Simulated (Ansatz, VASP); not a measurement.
## One calculation of AlN, two programs

File INCAR:

```
ALGO = Normal ; EDIFF = 1E-8
ENCUT = 520 ; GGA_COMPAT = F
ISIF = 2 ; ISMEAR = -1
LASPH = T ; LCHARG = F
LEFG = T ; LREAL = F
LWAVE = F ; NBANDS = 11
NELM = 120 ; PREC = Accurate
SIGMA = 0.02
```

The input KPOINTS:

```
k-points
0
Gamma
  10 10 10
```

File POSCAR:

```
AlN
1.0
    0.0000000000      1.9780000000      1.9384400000
    1.9780000000      0.0000000000      1.9384400000
    1.9780000000      1.9780000000      0.0000000000
Al N
1 1
Direct
    0.0000000000      0.0000000000      0.0000000000
    0.5000000000      0.5000000000      0.5000000000
```

Input for Ansatz:

```yaml
crystal:
  lattice:
    - [0.0, 1.978, 1.93844]
    - [1.978, 0.0, 1.93844]
    - [1.978, 1.978, 0.0]
  atoms:
    - { symbol: Al, position: [0.0, 0.0, 0.0] }
    - { symbol: "N", position: [0.5, 0.5, 0.5] }
kpoints:
  mp_grid: { grid: [10, 10, 10] }
scf:
  occupations: { method: fermi_dirac, width: 0.02 }
hamiltonian:
  xc: lda
  pseudopotentials: { kind: paw }
output:
  forces: true
  stress: true
  eigenvalues: true
  efg: { contact_densities: true }
  write_density: true
  write_potential: true
  elf: true
  volumetric_format: npy
```

Change from the starting cell: zz strain of -2 %, PAW files.

Alike in both runs: task electric field gradients; functional LDA; k mesh 10 × 10 × 10; occupations fermi-dirac, width 0.02 eV; no spin polarisation.

|  | VASP | Ansatz |
| --- | --- | --- |
| version | VASP 6.6.1 | Ansatz 0.2.0 |
| potentials or method | VASP PAW LDA potentials, release 64 (Al, N) | PAW with Ansatz's default frozen-core files, scalar-relativistic |
| plane-wave cutoff (eV) | 520 | 420 |
| valence electrons in the cell | 8 | 8 |

VASP gave:

| Property | Result |
| --- | --- |
| gap on the k mesh at the Fermi level (eV) | 4.84 |
| pressure (GPa) | 20.4 |
| traceless stress, the component that is largest in VASP (GPa) | 6.18 |
| size of Vzz on the site where it differs most (V/Å²) | 8.9 |

Task: What did Ansatz give for the same quantities?

Result: gap on the k mesh at the Fermi level (eV): 4.84; pressure (GPa): 19.5; traceless stress, the component that is largest in VASP (GPa): 6.00; size of Vzz on the site where it differs most (V/Å²): 8.1.

LDA's correlation is that of Perdew and Zunger in VASP and of Perdew and Wang (1992) in Ansatz.
